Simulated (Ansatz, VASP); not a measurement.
SiSe3 in VASP and in Ansatz

```
Si Se
1.0
    10.32681    0.00000    0.00000
    -5.16341    8.94328    0.00000
     0.00000    0.00000    4.89650
Si Se
3 9
Direct
  0.50000 0.00000 0.00000
  0.50000 0.50000 0.00000
  0.00000 0.50000 0.00000
  0.50000 0.00000 0.50000
  0.50888 0.75444 0.00000
  0.49112 0.24556 0.00000
  0.24556 0.75444 0.00000
  0.75444 0.24556 0.00000
  0.50000 0.50000 0.50000
  0.24556 0.49112 0.00000
  0.75444 0.50888 0.00000
  0.00000 0.50000 0.50000
```

Alike in both runs: functional PBE; k mesh 6 × 6 × 8; occupations gaussian, width 0.1 eV; no spin polarisation.

Ansatz relaxed the structure, and its values are those at the end. VASP's run is a single point on that final structure, the one shown.

```csv
,VASP,Ansatz
version,VASP 6.6.1,Ansatz 0.2.0
potentials or method,"VASP PAW PBE potentials, release 64 (Si, Se), cutoff 520 eV","scalar-relativistic, plane waves, PAW"
valence electrons in the cell,66,156
```

```tsv
	VASP	Ansatz	Ansatz less VASP
gap on the k mesh at the Fermi level (eV)	none	none	-
pressure (GPa)	0.0	0.0	-0.03
```

A gap of «none» marks a metal or a gap that the smearing closes. The functional is the same, so the differences come from potentials, cutoffs and numerics. VASP's potentials hold 66 valence electrons a cell and Ansatz's 156, so a difference there can come from the potentials and not from the codes. Ansatz's warnings: xc potential rough in thin density.
